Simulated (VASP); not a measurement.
Set up this calculation in VASP 6.6.1, as the native input.

- Task: single point
- Functional: RPBE
- Potentials or basis: VASP PAW PBE potentials, release 64 (C)
- Cutoff: 520 eV
- k mesh: 14 × 14 × 3
- Occupations: fermi-dirac, width 0.05 eV
- Spin: no spin polarisation
- Dipole correction: no
- Further INCAR settings: ALGO = Normal; EDIFF = 1e-06; NBANDS = 16

The structure of C lies in POSCAR:

```
C
1.0
    2.5414980891      0.0000000000      0.0000000000
   -1.2707490446      2.2010019089      0.0000000000
    0.0000000000      0.0000000000      9.9053859418
C
4
Direct
    1.0000000000      1.0000000000      0.2500000000
    0.0000000000      0.0000000000      0.7500000000
    0.3333333333      0.6666666667      0.2500000000
    0.6666666667      0.3333333333      0.7500000000
```

This cell differs from its parent crystal: volume scaled by 1.08.

One way to write it, as run:

INCAR

```
ALGO = Normal
EDIFF = 1E-6
ENCUT = 520
GGA = RP
ISIF = 2
ISMEAR = -1
LASPH = True
LCHARG = False
LREAL = False
LWAVE = False
NBANDS = 16
NELM = 80
PREC = Accurate
SIGMA = 0.05
```

KPOINTS

```
k-points
0
Gamma
  14 14 3
```

Potentials or basis: VASP PAW PBE potentials, release 64 (C).

The run is started by

```console
$ cat potpaw_PBE.64/C/POTCAR > POTCAR
$ mpirun -np 1 vasp_std > vasp.out
```

Results of the run:

The pressure is -12.3 GPa. The band gap on the k mesh is 1.10 eV, direct.

Caveat: the PAW data sets were made with another functional, which shifts forces and pressure a little; this functional lacks dispersion, which binds the layers, so the pressure and a relaxed spacing across them are unreliable.

Wall time 23 s on 1 thread of Intel(R) Xeon(R) 6975P-C (Granite Rapids), on a shared host, peak memory 0.17 GiB.
